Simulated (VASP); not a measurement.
A run of VASP 6.6.1 is set up as follows.

File POSCAR:

```
TiAg
1.0
    2.9038120000      0.0000000000      0.0000000000
    0.0000000000      2.9038120000      0.0000000000
    0.0000000000      0.0000000000      8.1327030000
Ti Ag
2 2
Direct
    0.0000000000      0.5000000000      0.8834880000
    0.5000000000      0.0000000000      0.1165120000
    0.0000000000      0.5000000000      0.3732510000
    0.5000000000      0.0000000000      0.6267490000
```

The input INCAR.step1:

```
SYSTEM = TiAg
PREC = Accurate
ENCUT = 600
ISMEAR = 0
SIGMA = 0.05
LREAL = .False.
LASPH = .True.
NELM = 60
GGA = PE
ALGO = Normal
EDIFF = 1E-4
LWAVE = .True.
LCHARG = .False.
```

The input INCAR.step2:

```
SYSTEM = TiAg
PREC = Accurate
ENCUT = 600
EDIFF = 1E-6
ISMEAR = 0
SIGMA = 0.05
LREAL = .False.
LASPH = .True.
NELM = 60
ALGO = Normal
ISIF = 3
LWAVE = .False.
LCHARG = .False.
METAGGA = R2SCAN
LMIXTAU = .True.
IBRION = 2
NSW = 80
EDIFFG = -0.01
PSTRESS = 60.0
ISTART = 1
```

Contents of KPOINTS:

```
regular mesh
0
Gamma
  7 7 3
  0 0 0
```

Potentials or basis: VASP PAW PBE potentials, release 64 (Ti_sv, Ag).

The run is started by

```console
$ cat potpaw_PBE.64/Ti_sv/POTCAR potpaw_PBE.64/Ag/POTCAR > POTCAR
$ cp INCAR.step1 INCAR
$ mpirun -np 1 vasp_std > vasp.out
$ cp INCAR.step2 INCAR
$ mpirun -np 1 vasp_std > vasp.out
```

Q: Estimate the relaxed cell.

A: a = 2.851 Å, b = 2.851 Å, c = 8.059 Å, α = 90.00°, β = 90.00°, γ = 90.00°.

Q: What does it give for the space group after relaxing (to 0.1 Å)?

A: P4/nmm (No. 129).

Forces in eV/Å, atoms in the order of the input:
```
Ti   0.000  0.000 -0.002
Ti   0.000  0.000  0.002
Ag   0.000  0.000 -0.006
Ag   0.000  0.000  0.006
```

Caveat: the cell is relaxed towards a set pressure, so the run minimises the enthalpy, not the energy; the PAW data sets were made with another functional, which shifts forces and pressure a little.
